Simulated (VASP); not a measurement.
Here is a VASP 6.6.1 calculation.

INCAR

```
PREC     = Accurate       # precision mode
ENCUT    = 550            # plane-wave cutoff, eV
EDIFF    = 1E-6           # SCF threshold, eV
ISMEAR   = 0              # smearing method
SIGMA    = 0.1            # smearing width, eV
LREAL    = False          # projectors in reciprocal space
LASPH    = True           # aspherical terms in the spheres
NELM     = 300            # most SCF steps
ALGO     = All            # electronic algorithm
ISIF     = 2              # what is computed and relaxed
LWAVE    = False          # write WAVECAR
LCHARG   = False          # write CHGCAR
GGA      = PE             # functional
NBANDS   = 25             # bands
GGA_COMPAT= False        
ISEARCH  = 1            
KPAR     = 4
```

File KPOINTS:

```
Automatic mesh
0
Gamma
  12 12 18
```

The input POSCAR:

```
Ti
1.0
    4.5337409390      0.0000000000      0.0000000000
   -2.2668704695      3.9263348274      0.0000000000
    0.0000000000      0.0000000000      2.8440648575
Ti
3
Direct
    0.0000000000      0.0000000000      0.0000000000
    0.3333333333      0.6666666667      0.5000000000
    0.6666666667      0.3333333333      0.5000000000
```

Potentials or basis: VASP PAW PBE potentials, release 64 (Ti_sv).

The run is started by

```bash
$ cat potpaw_PBE.64/Ti_sv/POTCAR > POTCAR
$ mpirun -np 4 vasp_std > vasp.out
```

Question: Estimate the pressure.

Answer: 1.5 GPa.

Question: Estimate the band gap on the k mesh.

Answer: Zero (bands 18 and 19 overlap by 0.36 eV).

Stress tensor (GPa, compression positive):
```
 2.38  0.00  0.00
 0.00  2.38  0.00
 0.00  0.00 -0.24
```

Caveat: the cell differs from its parent crystal (biaxial strain in the a-b plane: -1.0 %, then relaxed in part).
